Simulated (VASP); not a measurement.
Runs of VASP 6.6.1 on CaSe. The structure is that of space group Fm-3m (No. 225), or close to it. The cells are those of the table. 

```csv
cell,k mesh,smearing,gap on the mesh (eV),pressure (GPa)
"a = 4.171 Å, angles 60.0°, 2 atoms",6 × 6 × 6,gaussian 0.01 eV,1.90,(a)
"a = 4.150 Å, angles 60.0°, 2 atoms",6 × 6 × 6,gaussian 0.01 eV,1.87,0.2
"a = 4.140, b = 4.140, c = 4.150 Å, angles 59.9, 59.9, 60.2°, 2 atoms",6 × 6 × 6,gaussian 0.01 eV,1.85,0.5
"a = 4.150 Å, angles 60.0°, 2 atoms",6 × 6 × 6,tetrahedron,1.87,0.2
"a = 4.160 Å, angles 59.7°, 2 atoms",6 × 6 × 6,gaussian 0.01 eV,1.85,0.2
"a = 4.160, b = 4.160, c = 4.150 Å, angles 60.1, 60.1, 59.8°, 2 atoms",6 × 6 × 6,gaussian 0.01 eV,1.88,0.0
"a = 4.150 Å, angles 60.0°, 2 atoms","6 × 6 × 6, shifted",gaussian 0.01 eV,2.22,0.2
"a = 4.129 Å, angles 60.0°, 2 atoms",6 × 6 × 6,gaussian 0.01 eV,(b),(c)
"a = 4.140 Å, angles 60.3°, 2 atoms",6 × 6 × 6,gaussian 0.01 eV,1.84,0.2
```

Alike in all rows: task single point; level PBEsol; potentials or basis VASP PAW PBE potentials, release 64 (Ca_sv, Se); no spin polarisation; cutoff (eV) 520.

Q: Fill in the values left out.

A: (a) -0.6; (b) 1.83; (c) 1.0.

Caveats: the PAW data sets were made with another functional, which shifts forces and pressure a little.

A k mesh can miss the band edges, and the runs leave out spin-orbit coupling on Se.
